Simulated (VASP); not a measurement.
Input of a VASP 6.6.1 run:

Contents of INCAR:

```
SYSTEM = Li
  PREC = Accurate
  ENCUT = 520
  EDIFF = 1E-6
  ISMEAR = -1
  SIGMA = 0.15
  LREAL = .False.
  LASPH = .True.
  NELM = 80
  ALGO = Normal
  ISIF = 2
  LWAVE = .False.
  LCHARG = .True.
  GGA = PS
  LELF = .True.
  LVHAR = .True.
  NBANDS = 14
```

File KPOINTS:

```
regular mesh
0
Gamma
  5 5 5
  0 0 0
```

Contents of POSCAR:

```
Li
1.0
    4.3238882242      0.0000000000      0.0000000000
    0.0000000000      4.3238882242      0.0000000000
    0.0000000000      0.0000000000      4.3238882242
Li
4
Direct
    0.7500026830      0.2499973170      0.7499973170
    0.2500026830      0.2500026830      0.2500026830
    0.2499973170      0.7499973170      0.7500026830
    0.7499973170      0.7500026830      0.2499973170
```

Potentials or basis: VASP PAW PBE potentials, release 64 (Li_sv).

Run with:

```bash
$ cat potpaw_PBE.64/Li_sv/POTCAR > POTCAR
$ mpirun -np 1 vasp_std > vasp.out
```

(1) Predict the band gap on the k mesh.

## Answers

(1) zero (band 6 reaches 2.17 eV, above the bottom of band 7 at 0.20 eV).
